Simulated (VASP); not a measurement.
# SnTe (I4/mmm) in VASP: further runs

The runs below take SnTe through single point, with PBEsol.

All numbers are computed with VASP 6.6.1; they aren't measurements. Logs are shortened: lines on timing, memory, paths and dates and some standing lists are left out, and cuts for length are marked.

## (1) The cell of the first run

Symmetry: I4/mmm, No. 139, tetragonal system. Conventional cell: a = 4.464 Å, b = 4.464 Å, c = 6.439 Å, α = 90.00°, β = 90.00°, γ = 90.00°. Within 4.2 Å of Sn (site symmetry 4/mmm) lie 6 Te at 3.16 to 3.22 Å. Within 4.2 Å of Te (site symmetry 4/mmm) lie 6 Sn at 3.16 to 3.22 Å.

## (2) Single point, PBEsol (strain +0.0200 x Voigt [0, 1, 0, 0, 0, 0])

Input file INCAR:

```
ALGO = Normal
EDIFF = 1E-6
ENCUT = 520
GGA = PS
ISIF = 2
ISMEAR = 0
LASPH = T
LCHARG = F
LREAL = F
LWAVE = F
NBANDS = 17
NELM = 100
PREC = Accurate
SIGMA = 0.03
```

Input file KPOINTS:

```
k-points
0
Gamma
  10 10 10
```

Input file POSCAR:

```
SnTe
1.0
    0.0000000000      3.2196300000      3.1565000000
    3.1565000000      0.0000000000      3.1565000000
    3.1565000000      3.2196300000      0.0000000000
Sn Te
1 1
Direct
    0.0000000000      0.0000000000      0.0000000000
    0.5000000000      0.5000000000      0.5000000000
```

Potentials or basis: VASP PAW PBE potentials, release 64 (Sn_d, Te).

Run with:

```sh
cat potpaw_PBE.64/Sn_d/POTCAR potpaw_PBE.64/Te/POTCAR > POTCAR
mpirun -np 1 vasp_std > vasp.out
```

OUTCAR:

```text
EDIFF = 1E-6
   ENCUT = 520
   GGA = PS
   ISIF = 2
   ISMEAR = 0
   LASPH = T
   LREAL = F
   NELM = 100
   PREC = Accurate

 ion  position               nearest neighbor table
   1  0.000  0.000  0.000-   2 3.16   2 3.16   2 3.16   2 3.16   2 3.22   2 3.22
   2  0.500  0.500  0.500-   1 3.16   1 3.16   1 3.16   1 3.16   1 3.22   1 3.22

  LATTYP: Found a body centered tetragonal cell.
 ALAT       =     4.4639651096
 C/A-ratio  =     1.4424978336

  Lattice vectors:

 A1 = (   0.0000000000,  -3.2196300000,   3.1565000000)
 A2 = (   0.0000000000,  -3.2196300000,  -3.1565000000)
 A3 = (   3.1565000000,   3.2196300000,   0.0000000000)

Analysis of symmetry for initial positions (statically):
=====================================================================
 Subroutine PRICEL returns:
 Original cell was already a primitive cell.

 Routine SETGRP: Setting up the symmetry group for a
 body centered tetragonal supercell.

 Subroutine GETGRP returns: Found 16 space group operations
 (whereof 16 operations were pure point group operations)
 out of a pool of 16 trial point group operations.

The static configuration has the point symmetry D_4h.

Analysis of symmetry for dynamics (positions and initial velocities):
=====================================================================
 Subroutine PRICEL returns:
 Original cell was already a primitive cell.

 Routine SETGRP: Setting up the symmetry group for a
 body centered tetragonal supercell.

 Subroutine GETGRP returns: Found 16 space group operations
 (whereof 16 operations were pure point group operations)
 out of a pool of 16 trial point group operations.

The dynamic configuration has the point symmetry D_4h.

 Subroutine INISYM returns: Found 16 space group operations
 (whereof 16 operations are pure point group operations),
 and found     1 'primitive' translations

----------------------------------------------------------------------------------------

                                     Primitive cell

  volume of cell :      64.1575

  direct lattice vectors                    reciprocal lattice vectors
     0.000000000  3.219630000  3.156500000    -0.158403295  0.155297348  0.158403295
     3.156500000  0.000000000  3.156500000     0.158403295 -0.155297348  0.158403295
     3.156500000  3.219630000  0.000000000     0.158403295  0.155297348 -0.158403295

  length of vectors
     4.508825744  4.463965110  4.508825744     0.272581133  0.272581133  0.272581133

  position of ions in fractional coordinates (direct lattice)
     0.000000000  0.000000000  0.000000000
     0.500000000  0.500000000  0.500000000

  ion indices of the primitive-cell ions
   primitive index   ion index
                 1           1
                 2           2

----------------------------------------------------------------------------------------

 KPOINTS: k-points

Automatic generation of k-mesh.
 Grid dimensions read from file:
 generate k-points for:   10   10   10

 Generating k-lattice:

  Cartesian coordinates                     Fractional coordinates (reciprocal lattice)
    -0.015840329  0.015529735  0.015840329     0.100000000  0.000000000  0.000000000
     0.015840329 -0.015529735  0.015840329     0.000000000  0.100000000  0.000000000
     0.015840329  0.015529735 -0.015840329     0.000000000  0.000000000  0.100000000

  Length of vectors
     0.027258113  0.027258113  0.027258113

  Shift w.r.t. Gamma in fractional coordinates (k-lattice)
     0.000000000  0.000000000  0.000000000

 Subroutine IBZKPT returns following result:
 ===========================================

 Found    102 irreducible k-points:

 Following reciprocal coordinates:
            Coordinates               Weight
  0.000000  0.000000  0.000000      1.000000
  0.100000  0.000000  0.000000      8.000000
  0.200000  0.000000  0.000000      8.000000
  0.300000  0.000000  0.000000      8.000000
  0.400000  0.000000  0.000000      8.000000
  0.500000  0.000000  0.000000      4.000000
[... 16 lines left out ...]
  0.300000  0.300000  0.000000      4.000000
  0.400000  0.300000  0.000000     16.000000
 [... further k-points ...]
   k-points           NKPTS =    102   k-points in BZ     NKDIM =    102   number of bands    NBANDS=     17
   number of dos      NEDOS =    301   number of ions     NIONS =      2
   total plane-waves  NPLWV =  46656
   dimension x,y,z NGX =    36 NGY =   36 NGZ =   36
   dimension x,y,z NGXF=    72 NGYF=   72 NGZF=   72
   ions per type =               1   1
   NGX,Y,Z   is equivalent  to a cutoff of  13.27, 13.41, 13.27 a.u.
   NGXF,Y,Z  is equivalent  to a cutoff of  26.55, 26.81, 26.55 a.u.
 SYSTEM =  unknown system
   PREC   = accura    normal or accurate (medium, high low for compatibility)
   ISTART =      0    job   : 0-new  1-cont  2-samecut
   ICHARG =      2    charge: 1-file 2-atom 10-const
   ISPIN  =      1    spin polarized calculation?
   LNONCOLLINEAR =      F non collinear calculations
   LSORBIT =      F    spin-orbit coupling
   LASPH  =      T    aspherical Exc in radial PAW
   ENCUT  =  520.0 eV  38.22 Ry    6.18 a.u.   8.38  8.30  8.38*2*pi/ulx,y,z
   NELM   =    100;   NELMIN=  2; NELMDL= -5     # of ELM steps
   EDIFF  = 0.1E-05   stopping-criterion for ELM
   LREAL  =      F    real-space projection
   EDIFFG = 0.1E-04   stopping-criterion for IOM
   NSW    =      0    number of steps for IOM
   IBRION =     -1    ionic relax: 0-MD 1-quasi-New 2-CG
   NFREE  =      0    steps in history (QN), initial steepest desc. (CG)
   ISIF   =      2    stress and relaxation
   ISYM   =      2    0-nonsym 1-usesym 2-fastsym
   POTIM  = 0.5000    time-step for ionic-motion
   TEBEG  =    0.0;   TEEND  =   0.0 temperature during run
   PSTRESS=    0.0 pullay stress
   NELECT =      20.0000    total number of electrons
   NUPDOWN=      -1.0000    fix difference up-down
   EMIN   =  10.00;   EMAX   =-10.00  energy-range for DOS
   EFERMI =   0.00;   METHOD = LEGACY
   ISMEAR =     0;   SIGMA  =   0.03  broadening in eV -4-tet -1-fermi 0-gaus
   EFERMI_NEDOS =   21; number of points for ismear=-14 and -15
   IALGO  =     38    algorithm
   IMIX   =      4    mixing-type and parameters
     AMIX     =   0.40;   BMIX     =  1.00
     AMIX_MAG =   1.60;   BMIX_MAG =  1.00
  volume/ion in A,a.u.               =      32.08       216.48
  Fermi-wavevector in a.u.,A,eV,Ry     =   1.110032  2.097657 16.764716  1.232172
  Thomas-Fermi vector in A             =   2.246579
   LORBIT       =      0    0 simple, 1 ext, 2 COOP (PROOUT), +10 PAW based schemes
   GGA     = PS    functional components
   LHFCALC =     F    Hartree Fock is set to
   AEXX    =    0.0000 exact exchange contribution
   IVDW    =     0    specifies the selected vdW correction
   LEPSILON=     F    determine dielectric tensor
   LRPA    =     F    only Hartree local field effects (RPA)
 non-spin polarized calculation
 Gauss-broadening in eV      SIGMA  =   0.03
  energy-cutoff  :      520.00
  volume of cell :       64.16
 maximum number of plane-waves:      1750
 NGX is ok and might be reduce to    36
   NGX = 17   NGY = 17   NGZ = 17

 number of electron      20.0000003 magnetization

 Free energy of the ion-electron system (eV)
  ---------------------------------------------------
  ext. energy  EPLUGINS =         0.00000000
  ---------------------------------------------------
  free energy    TOTEN  =        -8.32454324 eV

  energy without entropy =       -8.32452928  energy(sigma->0) =       -8.32453626

 E-fermi :   6.4899     XC(G=0):  -9.5413

 val. band max:        6.4446944249   @ k =   0.5000   0.0000   0.0000
 cond. band min:       6.5351326113   @ k =   0.5000   0.0000   0.0000
 fundamental gap:      0.0904381864
 Fermi energy:         6.4899135155

 k-point     1 :       0.0000    0.0000    0.0000
  band No.  band energies     occupation
      1     -15.2838      2.00000
      2     -15.2764      2.00000
      3     -15.2764      2.00000
      4     -15.2762      2.00000
      5     -15.2705      2.00000
      6      -6.1450      2.00000
[... 9 lines left out ...]
     16      11.3008      0.00000
     17      13.1397      0.00000

 k-point     2 :       0.1000    0.0000    0.0000
  band No.  band energies     occupation
      1     -15.2841      2.00000
      2     -15.2768      2.00000
      3     -15.2762      2.00000
      4     -15.2758      2.00000
      5     -15.2701      2.00000
      6      -6.0634      2.00000
[... 9 lines left out ...]
     16      11.4994      0.00000
     17      13.7387      0.00000

 k-point     3 :       0.2000    0.0000    0.0000
  band No.  band energies     occupation
      1     -15.2849      2.00000
      2     -15.2782      2.00000
      3     -15.2756      2.00000
      4     -15.2741      2.00000
      5     -15.2688      2.00000
      6      -5.8280      2.00000
[... 9 lines left out ...]
     16      12.0554      0.00000
     17      15.0962      0.00000

 k-point     4 :       0.3000    0.0000    0.0000
  band No.  band energies     occupation
      1     -15.2861      2.00000
      2     -15.2800      2.00000
      3     -15.2749      2.00000
      4     -15.2721      2.00000
      5     -15.2670      2.00000
      6      -5.4750      2.00000
[... 9 lines left out ...]
     16      12.9375      0.00000
     17      16.6672      0.00000
[... 343 lines left out ...]
      1     -15.2865      2.00000
      2     -15.2801      2.00000
      3     -15.2742      2.00000
      4     -15.2715      2.00000
      5     -15.2674      2.00000
      6      -5.3683      2.00000
[... 9 lines left out ...]
     16      14.6349      0.00000
     17      14.9531      0.00000

 k-point    23 :       0.3000    0.3000    0.0000
  band No.  band energies     occupation
      1     -15.2886      2.00000
      2     -15.2788      2.00000
      3     -15.2784      2.00000
      4     -15.2704      2.00000
      5     -15.2633      2.00000
      6      -5.2560      2.00000
[... 9 lines left out ...]
     16      14.9883      0.00000
     17      15.0294      0.00000

 k-point    24 :       0.4000    0.3000    0.0000
  band No.  band energies     occupation
      1     -15.2903      2.00000
      2     -15.2787      2.00000
      3     -15.2785      2.00000
      4     -15.2692      2.00000
      5     -15.2620      2.00000
      6      -4.9849      2.00000
[... 9 lines left out ...]
     16      15.6047      0.00000
     17      16.0987      0.00000

 [... further k-points ...]

------------------------ aborting loop because EDIFF is reached ----------------------------------------

  FORCE on cell =-STRESS in cart. coord.  units (eV):
  Direction    XX          YY          ZZ          XY          YZ          ZX
  --------------------------------------------------------------------------------------
  -------------------------------------------------------------------------------------
  Total       -0.2527473     -1.1420339     -0.2527473      0.0000000     -0.0000000      0.0000000
  in kB       -6.3117465    -28.5195090     -6.3117465      0.0000000     -0.0000000      0.0000000
  external PRESSURE =     -13.7143340 kB  Pullay stress =       0.0000000 kB

 VOLUME and BASIS-vectors are now :
 -----------------------------------------------------------------------------
  energy-cutoff  :      520.00
  volume of cell :       64.16
      direct lattice vectors                 reciprocal lattice vectors
     0.000000000  3.219630000  3.156500000    -0.158403295  0.155297348  0.158403295
     3.156500000  0.000000000  3.156500000     0.158403295 -0.155297348  0.158403295
     3.156500000  3.219630000  0.000000000     0.158403295  0.155297348 -0.158403295

 POSITION                                       TOTAL-FORCE (eV/Angst)
 -----------------------------------------------------------------------------------
      0.00000      0.00000      0.00000         0.000000     -0.000000     -0.000000
      3.15650      3.21963      3.15650        -0.000000      0.000000      0.000000
 -----------------------------------------------------------------------------------
    total drift:                               -0.000000      0.000000      0.000000

  FREE ENERGIE OF THE ION-ELECTRON SYSTEM (eV)
  ---------------------------------------------------
  free  energy   TOTEN  =        -8.3245432447 eV

  energy  without entropy=       -8.3245292831  energy(sigma->0) =       -8.32453626
```

Wall time 2.4 min (1 thread of Intel Xeon 8259CL, shared host); peak memory 0.28 GiB.

Results:

```
Free energy            : -8.3245 eV
Pressure               : -1.4 GPa
Band gap on the k mesh : 0.09 eV
```

Caveat: the cell differs from its parent crystal (strain +0.0200 x Voigt [0, 1, 0, 0, 0, 0]); the PAW data sets were made with another functional, which shifts forces and pressure a little; spin-orbit coupling is left out, which moves the levels of the heavy elements. A k mesh can miss the band edges.

## (3) Single point, PBEsol (strain +0.0175 x Voigt [0, 1, 0, 0, 0, 0])

Input file INCAR:

```
PREC = Accurate ; ENCUT = 520
EDIFF = 1E-6 ; ISMEAR = 0
SIGMA = 0.03 ; LREAL = False
LASPH = True ; NELM = 60
ALGO = Normal ; ISIF = 2
LWAVE = False ; LCHARG = False
GGA = PS ; NBANDS = 17
```

Input file KPOINTS:

```
Automatic mesh
0
Gamma
  10 10 10
```

Input file POSCAR:

```
SnTe
1.0
    0.0000000000      3.2117387500      3.1565000000
    3.1565000000      0.0000000000      3.1565000000
    3.1565000000      3.2117387500      0.0000000000
Sn Te
1 1
Direct
    0.0000000000      0.0000000000      0.0000000000
    0.5000000000      0.5000000000      0.5000000000
```

Potentials or basis: VASP PAW PBE potentials, release 64 (Sn_d, Te).

Run with:

```sh
cat potpaw_PBE.64/Sn_d/POTCAR potpaw_PBE.64/Te/POTCAR > POTCAR
mpirun -np 1 vasp_std > vasp.out
```

Run time: 2.5 min. Hardware: 1 thread of Intel Xeon 8259CL, shared host; peak memory 0.28 GiB.

Results (log left out):

```
Free energy            : -8.3272 eV
Pressure               : -1.3 GPa
Band gap on the k mesh : 0.09 eV
```

Stress tensor (GPa, compression positive):
```
-0.62  0.00  0.00
 0.00 -2.60  0.00
 0.00  0.00 -0.62
```

Levels at points of the mesh, in eV from the valence-band top:
```tsv
k point	band 7	band 8	band 9	band 10	band 11	band 12	band 13	band 14
(0.00, 0.00, 0.00)	-4.75	-2.09	-2.09	-1.90	3.06	3.47	3.47	4.72
(0.50, 0.00, 0.00)	-8.19	-1.72	-1.67	0.00	0.09	0.41	0.46	7.68
(0.50, 0.50, 0.00)	-6.46	-5.41	-3.70	-3.51	2.22	4.61	5.05	6.33
(0.50, 0.00, 0.50)	-6.35	-5.37	-3.56	-3.56	2.26	4.90	4.90	6.06
```

Caveat: the cell differs from its parent crystal (strain +0.0175 x Voigt [0, 1, 0, 0, 0, 0]); the PAW data sets were made with another functional, which shifts forces and pressure a little; spin-orbit coupling is left out, which moves the levels of the heavy elements.
